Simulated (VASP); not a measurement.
Set up this calculation in VASP 6.6.1, as the native input.

```yaml
Task: relaxation of cell and atoms
Functional: PBE
Potentials_or_basis: VASP PAW PBE potentials, release 64 (Cd, Co)
Cutoff: 600 eV
k_mesh: 6 × 6 × 6
Occupations: gaussian, width 0.1 eV
Spin: collinear spin, ferromagnetic start
Starting_moments: "[0.0, 1.85, 1.85] μB"
Dipole_correction: no
Further_INCAR_settings: ALGO = Normal; EDIFF = 1e-06; IBRION = 2; EDIFFG = -0.04; NSW = 90; ISIF = 3
```

The structure of CdCo2 lies in POSCAR:

```
CdCo2
1.0
    4.1498238260      0.0000000000      0.0000000000
   -2.0749119130      3.5938528545      0.0000000000
    0.0000000000      0.0000000000      2.8415629229
Cd Co
1 2
Direct
    0.0000000000      0.0000000000      0.0000000000
    0.3333333333      0.6666666667      0.5000000000
    0.6666666667      0.3333333333      0.5000000000
```

The input as run:

INCAR

```
SYSTEM = CdCo2
PREC = Accurate
ENCUT = 600
EDIFF = 1E-6
ISMEAR = 0
SIGMA = 0.1
LREAL = .False.
LASPH = .True.
NELM = 150
ALGO = Normal
ISIF = 3
LWAVE = .False.
LCHARG = .False.
ISPIN = 2
MAGMOM = 0 1.85 1.85
LORBIT = 11
LMAXMIX = 4
GGA = PE
IBRION = 2
NSW = 90
EDIFFG = -0.04
```

KPOINTS

```
regular mesh
0
Gamma
  6 6 6
  0 0 0
```

Potentials or basis: VASP PAW PBE potentials, release 64 (Cd, Co).

The run is started by

```console
$ cat potpaw_PBE.64/Cd/POTCAR potpaw_PBE.64/Co/POTCAR > POTCAR
$ mpirun -np 1 vasp_std > vasp.out
```

Results of the run:

```yaml
Relaxed_volume: 14.26 Å³/atom
Relaxed_cell: a = 4.175 Å, b = 4.175 Å, c = 2.835 Å, α = 90.00°, β = 90.00°, γ = 120.00°
Space_group_after_relaxing_to_0.1_Å: P6/mmm (No. 191)
Energy_gained_by_relaxing: 1.0 meV/atom
Ionic_steps: 4
Pressure_after_relaxing: -0.1 GPa
Net_moment: 3.56 μB per cell
Site_moments: Cd -0.02; Co +1.80 μB
Valence_electrons_inside_the_program's_atomic_spheres: Cd 10.45; Co 8.06
```

Caveat: the k points lie up to 0.37 Å⁻¹ apart in the final cell.

Wall time 3 min on 1 thread of Oxide Virtual Turin-like Processor, on a shared host, peak memory 0.2 GiB.
